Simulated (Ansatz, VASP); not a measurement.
## One calculation of Be3Zn2Se5, two programs

INCAR

```
PREC = Accurate
ENCUT = 520
EDIFF = 1E-7
ISMEAR = 0
SIGMA = 0.02
LREAL = F
LASPH = T
NELM = 60
ALGO = Normal
ISIF = 2
LWAVE = F
LCHARG = F
GGA = PE
NBANDS = 41
KPAR = 4
```

Contents of KPOINTS:

```
Automatic mesh
0
Gamma
  10 10 10
```

The input POSCAR:

```
Be3Zn2Se5
1.0
   -1.9031109000      9.5900176000      2.6942489000
    1.9031109000     -9.5900176000      2.6942489000
    1.9031109000      9.5900176000     -2.6942489000
Be Zn Se
3 2 5
Direct
    0.5901845000      0.9975710000      0.5926135000
    0.9936200000      0.9936200000      0.0000000000
    0.4049575000      0.9975710000      0.4073865000
    0.8044875000      0.0000940000      0.8043935000
    0.1957005000      0.0000940000      0.1956065000
    0.4726255000      0.7808390000      0.6917865000
    0.6406895000      0.7322420000      0.9084475000
    0.8237945000      0.7322420000      0.0915525000
    0.0890525000      0.7808390000      0.3082135000
    0.2348890000      0.7348890000      0.5000000000
```

Input for Ansatz:

```yaml
crystal:
  lattice:
    - [-1.9031109, 9.5900176, 2.6942489]
    - [1.9031109, -9.5900176, 2.6942489]
    - [1.9031109, 9.5900176, -2.6942489]
  atoms:
    - { symbol: Be, position: [0.5901845, 0.997571, 0.5926135] }
    - { symbol: Be, position: [0.99362, 0.99362, 0.0] }
    - { symbol: Be, position: [0.4049575, 0.997571, 0.4073865] }
    - { symbol: Zn, position: [0.8044875, 9.4e-05, 0.8043935] }
    - { symbol: Zn, position: [0.1957005, 9.4e-05, 0.1956065] }
    - { symbol: Se, position: [0.4726255, 0.780839, 0.6917865] }
    - { symbol: Se, position: [0.6406895, 0.732242, 0.9084475] }
    - { symbol: Se, position: [0.8237945, 0.732242, 0.0915525] }
    - { symbol: Se, position: [0.0890525, 0.780839, 0.3082135] }
    - { symbol: Se, position: [0.234889, 0.734889, 0.5] }
basis:
  ecutwfc: 420
kpoints:
  mp_grid: { grid: [10, 10, 10] }
  band_path:
    path:
      - [[0.0, 0.0, 0.0], [0.5, -0.5, 0.5], [0.25984531, -0.25984531, 0.74015469]]
      - [[-0.25984531, 0.25984531, 0.25984531], [0.0, 0.0, 0.0], [0.26973225, 0.26973225, -0.26973225]]
      - [[0.73026775, -0.26973225, 0.26973225], [0.5, -0.5, 0.5]]
      - [[0.0, 0.0, 0.0], [0.0, 0.5, 0.0], [0.25, 0.25, 0.25], [0.5, 0.0, 0.0], [0.0, 0.0, 0.0], [0.0, 0.0, 0.5], [0.25, 0.25, 0.25]]
    npoints: 14
hamiltonian:
  xc: pbe
scf:
  occupations: { method: gaussian, width: 0.02 }
  n_extra_bands: 25
output:
  forces: true
  stress: true
  eigenvalues: true
  populations: true
  dos: { projected: true, de: 0.02, nscf_kmesh: { grid: [15, 15, 15] } }
  bader: true
  write_density: true
  write_potential: true
  elf: true
  volumetric_format: npy
```

Alike in both runs: task single point; functional PBE; k mesh 10 × 10 × 10; occupations gaussian, width 0.02 eV; no spin polarisation.

```csv
,VASP,Ansatz
version,VASP 6.6.1,Ansatz 0.2.0
potentials or method,"VASP PAW PBE potentials, release 64 (Be, Zn, Se), cutoff 520 eV","scalar-relativistic, plane waves, PAW"
valence electrons in the cell,60,110
```

Ansatz gave:

```
gap on the k mesh at the Fermi level (eV) : 2.38
least direct gap on the mesh (eV)         : 2.38
pressure (GPa)                            : 0.0
rms of the force components (eV/Å)        : 0.001
```

**Question.** Which values does VASP return?

**Answer.** gap on the k mesh at the Fermi level (eV): 2.37; least direct gap on the mesh (eV): 2.37; pressure (GPa): 0.2; rms of the force components (eV/Å): 0.004.

Atom by atom the forces differ by 0.004 eV/Å (rms over components). The functional is the same, so the differences come from potentials, cutoffs and numerics. VASP's potentials hold 60 valence electrons a cell and Ansatz's 110, so a difference there can come from the potentials and not from the codes.
